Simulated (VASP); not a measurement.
Write the native input for VASP 6.6.1 that does the following.

```
Task                   : single point
Functional             : r2SCAN
Potentials or basis    : VASP PAW PBE potentials, release 64 (Mg)
Cutoff                 : 520 eV
k mesh                 : 17 × 17 × 9
Occupations            : gaussian, width 0.05 eV
Spin                   : no spin polarisation
Dipole correction      : no
Further INCAR settings : ALGO = Normal; EDIFF = 1e-07; NBANDS = 9
```

The system is Mg.

```
Mg
1.0
     3.17164    0.00000    0.00000
    -1.58582    2.74672    0.00000
     0.00000    0.00000    5.18578
Mg
2
Direct
  0.33333 0.66667 0.25000
  0.66667 0.33333 0.75000
```

These files were run (other wordings do the same):

POSCAR

```
Mg
1.0
    3.1716372764      0.0000000000      0.0000000000
   -1.5858186382      2.7467184530      0.0000000000
    0.0000000000      0.0000000000      5.1857757784
Mg
2
Direct
    0.3333333333      0.6666666667      0.2500000000
    0.6666666667      0.3333333333      0.7500000000
```

INCAR.step1

```
SYSTEM = Mg
ALGO = Normal
EDIFF = 1E-4
ENCUT = 520
GGA = PE
ISMEAR = 0
LASPH = .TRUE.
LCHARG = .FALSE.
LREAL = .FALSE.
LWAVE = .TRUE.
NBANDS = 9
NELM = 80
PREC = Accurate
SIGMA = 0.05
```

INCAR.step2

```
SYSTEM = Mg
ALGO = Normal
EDIFF = 1E-7
ENCUT = 520
ISIF = 2
ISMEAR = 0
ISTART = 1
LASPH = .TRUE.
LCHARG = .FALSE.
LMIXTAU = .TRUE.
LREAL = .FALSE.
LWAVE = .FALSE.
METAGGA = R2SCAN
NBANDS = 9
NELM = 80
PREC = Accurate
SIGMA = 0.05
```

KPOINTS

```
k-points
0
G
  17 17 9
  0 0 0
```

Potentials or basis: VASP PAW PBE potentials, release 64 (Mg).

The run is started by

```sh
$ cat potpaw_PBE.64/Mg/POTCAR > POTCAR
$ cp INCAR.step1 INCAR
$ mpirun -np 1 vasp_std > vasp.out
$ cp INCAR.step2 INCAR
$ mpirun -np 1 vasp_std > vasp.out
```

Results of the run:

```yaml
Pressure: -0.3 GPa
Band_gap_on_the_k_mesh: zero (bands 2 and 3 overlap by 2.43 eV)
```

Caveat: the PAW data sets were made with another functional, which shifts forces and pressure a little.

It took 63 s on 1 thread of Intel(R) Xeon(R) 6975P-C (Granite Rapids) (shared host), peak memory 0.21 GiB.
